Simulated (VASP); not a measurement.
A run of VASP 6.6.1 is set up as follows.

File INCAR:

```
SYSTEM = Ge
PREC     = Accurate       ! precision mode
ENCUT    = 520            ! plane-wave cutoff, eV
EDIFF    = 1E-7           ! SCF threshold, eV
ISMEAR   = -1             ! smearing method
SIGMA    = 0.05           ! smearing width, eV
LREAL    = .FALSE.        ! projectors in reciprocal space
LASPH    = .TRUE.         ! aspherical terms in the spheres
NELM     = 150            ! most SCF steps
ALGO     = Normal         ! electronic algorithm
ISIF     = 2              ! what is computed and relaxed
LWAVE    = .FALSE.        ! write WAVECAR
LCHARG   = .FALSE.        ! write CHGCAR
MAGMOM   = 0 0 0 0 0 0    ! initial moments
LORBIT   = 11             ! projections on sites
LSORBIT  = .TRUE.         ! spin-orbit coupling
GGA_COMPAT= .FALSE.      
LORBMOM  = .TRUE.       
GGA      = PS             ! functional
NBANDS   = 40             ! bands
```

KPOINTS

```
regular mesh
0
G
  8 8 8
  0 0 0
```

POSCAR

```
Ge
1.0
    0.0000000000      2.8099234548      2.8099234548
    2.8099234548      0.0000000000      2.8099234548
    2.8099234548      2.8099234548      0.0000000000
Ge
2
Direct
    0.7500000000      0.7500000000      0.7500000000
    0.5000000000      0.5000000000      0.5000000000
```

Potentials or basis: VASP PAW PBE potentials, release 64 (Ge_d).

Launch:

```console
$ cat potpaw_PBE.64/Ge_d/POTCAR > POTCAR
$ mpirun -np 1 vasp_ncl > vasp.out
```

Problem. Estimate the pressure.

Solution. 2.0 GPa.

Problem. Estimate the net moment.

Solution. 0.00 μB per cell.

Moments on the atoms (μB; x, y, z):
```
Ge  0.00 0.00 0.00
Ge  0.00 0.00 0.00
```

Caveat: the PAW data sets were made with another functional, which shifts forces and pressure a little.
